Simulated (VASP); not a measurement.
Set up this calculation in VASP 6.6.1, as the native input.

| Property | Result |
| --- | --- |
| Task | relaxation of cell and atoms |
| Functional | HSE06 |
| Potentials or basis | VASP PAW PBE potentials, release 64 (Li_sv, O) |
| Cutoff | 750 eV |
| k mesh | 6 × 6 × 6 |
| Occupations | fermi-dirac, width 0.02 eV |
| Spin | no spin polarisation |
| Dipole correction | no |
| Grid for exact exchange (PRECFOCK) | Normal |
| Further INCAR settings | ALGO = Normal; EDIFF = 1e-07; IBRION = 2; EDIFFG = -0.005; NSW = 80; ISIF = 3 |
| Share of exact exchange | 0.25 |
| Screening parameter | 0.2079 1/Å |

Crystal: Li2O.

```
CELL_PARAMETERS angstrom
0.00000 2.28637 2.28637
2.28637 0.00000 2.28637
2.28637 2.28637 0.00000
ATOMIC_POSITIONS crystal
Li 0.25000 0.25000 0.25000
Li 0.75000 0.75000 0.75000
O 0.00000 0.00000 0.00000
```

One way to write it, as run:

POSCAR

```
Li2O
1.0
    0.0000000000      2.2863690198      2.2863690198
    2.2863690198      0.0000000000      2.2863690198
    2.2863690198      2.2863690198      0.0000000000
Li O
2 1
Direct
    0.2500000000      0.2500000000      0.2500000000
    0.7500000000      0.7500000000      0.7500000000
    0.0000000000      0.0000000000      0.0000000000
```

INCAR.step1

```
PREC = Accurate
ENCUT = 750
EDIFF = 1E-5
ISMEAR = -1
SIGMA = 0.02
LREAL = F
LASPH = T
NELM = 120
ALGO = Normal
LWAVE = T
LCHARG = F
GGA = PE
NBANDS = 13
GGA_COMPAT = F
IBRION = 2
ISIF = 3
EDIFFG = -0.005
NELMIN = 4
NSW = 100
```

INCAR.step2

```
PREC = Accurate
ENCUT = 750
EDIFF = 1E-7
ISMEAR = -1
SIGMA = 0.02
LREAL = F
LASPH = T
NELM = 120
ALGO = Normal
ISIF = 3
LWAVE = F
LCHARG = F
GGA = PE
LHFCALC = T
HFSCREEN = 0.2079
PRECFOCK = Normal
IBRION = 2
NSW = 80
EDIFFG = -0.005
ISTART = 1
GGA_COMPAT = F
NELMIN = 4
```

KPOINTS

```
regular mesh
0
Gamma
  6 6 6
```

Potentials or basis: VASP PAW PBE potentials, release 64 (Li_sv, O).

The run is started by

```bash
$ cat potpaw_PBE.64/Li_sv/POTCAR potpaw_PBE.64/O/POTCAR > POTCAR
$ cp INCAR.step1 INCAR
$ mpirun -np 1 vasp_std > vasp.out
$ cp INCAR.step2 INCAR
$ mpirun -np 1 vasp_std > vasp.out
```

Results of the run:

```
Relaxed volume                        : 7.92 Å³/atom
Relaxed cell                          : a = 3.227 Å, b = 3.227 Å, c = 3.227 Å, α = 60.00°, β = 60.00°, γ = 60.00°
Space group after relaxing (to 0.1 Å) : Fm-3m (No. 225)
Energy gained by relaxing             : 0.1 meV/atom
Ionic steps                           : 4
Pressure after relaxing               : 0.0 GPa
Band gap on the k mesh                : 6.66 eV (least direct gap 7.20 eV)
```

Caveat: the PAW data sets were made with another functional, which shifts forces and pressure a little.

Run time: 20 min on 1 thread of Intel(R) Xeon(R) 6975P-C (Granite Rapids), with other jobs on the host, peak memory 0.28 GiB.
